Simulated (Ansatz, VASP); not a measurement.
**TaN: VASP beside Ansatz**

File INCAR:

```
PREC     = Accurate       # precision mode
ENCUT    = 520            # plane-wave cutoff, eV
EDIFF    = 1E-6           # SCF threshold, eV
ISMEAR   = 0              # smearing method
SIGMA    = 0.15           # smearing width, eV
LREAL    = False          # projectors in reciprocal space
LASPH    = True           # aspherical terms in the spheres
NELM     = 100            # most SCF steps
ALGO     = Normal         # electronic algorithm
ISIF     = 2              # what is computed and relaxed
LWAVE    = False          # write WAVECAR
LCHARG   = False          # write CHGCAR
GGA      = PS             # functional
NBANDS   = 33             # bands
LUSENCCL = False
```

KPOINTS

```
Automatic mesh
0
Gamma
  12 12 16
```

The input POSCAR:

```
TaN
1.0
    5.1789208695      0.0000000000      0.0000000000
   -2.5894604347      4.4850770372      0.0000000000
    0.0000000000      0.0000000000      2.8959972730
Ta N
3 3
Direct
    0.3224679816      0.6625722302      0.5000000000
    0.6598957514      0.3374277698      0.5000000000
    0.0173781377      0.0000000000      0.0000000000
    0.4007358276      0.0000000000      0.0000000000
    0.6077405970      0.6128824070      0.0000000000
   -0.0051418100      0.3871175930      0.0000000000
```

Input for Ansatz:

```yaml
crystal:
  lattice:
    - [5.1789208695, 0.0, 0.0]
    - [-2.5894604347, 4.4850770372, 0.0]
    - [0.0, 0.0, 2.895997273]
  atoms:
    - { symbol: Ta, position: [0.3224679816, 0.6625722302, 0.5] }
    - { symbol: Ta, position: [0.6598957514, 0.3374277698, 0.5] }
    - { symbol: Ta, position: [0.0173781377, 0.0, 0.0] }
    - { symbol: "N", position: [0.4007358276, 0.0, 0.0] }
    - { symbol: "N", position: [0.607740597, 0.612882407, 0.0] }
    - { symbol: "N", position: [-0.00514181, 0.387117593, 0.0] }
basis:
  ecutwfc: 420
kpoints:
  mp_grid: { grid: [12, 12, 16] }
hamiltonian:
  xc: pbesol
scf:
  occupations: { method: gaussian, width: 0.15 }
output:
  forces: true
  stress: true
  eigenvalues: true
```

Change from the starting cell: mode 5 (187.2 1/cm) frozen in, largest displacement +0.090 Å.

Alike in both runs: task single point; functional PBEsol; k mesh 12 × 12 × 16; occupations gaussian, width 0.15 eV; no spin polarisation.

|  | VASP | Ansatz |
| --- | --- | --- |
| version | VASP 6.6.1 | Ansatz 0.2.0 |
| potentials or method | VASP PAW PBE potentials, release 64 (Ta_pv, N), cutoff 520 eV | scalar-relativistic, plane waves, PAW |
| valence electrons in the cell | 48 | 54 |

```tsv
	VASP	Ansatz	Ansatz less VASP
gap on the k mesh at the Fermi level (eV)	none	none	-
pressure (GPa)	1.6	0.7	-0.89
traceless stress, the component that is largest in VASP (GPa)	2.22	2.13	-0.086
rms of the force components (eV/Å)	0.616	0.611	-0.0058
```

VASP's potentials were made for PBE, not for PBEsol. Atom by atom the forces differ by 0.011 eV/Å (rms over components). A gap of «none» marks a metal or a gap that the smearing closes. VASP's potentials hold 48 valence electrons a cell and Ansatz's 54, so a difference there can come from the potentials and not from the codes.

Spin-orbit coupling is off throughout.
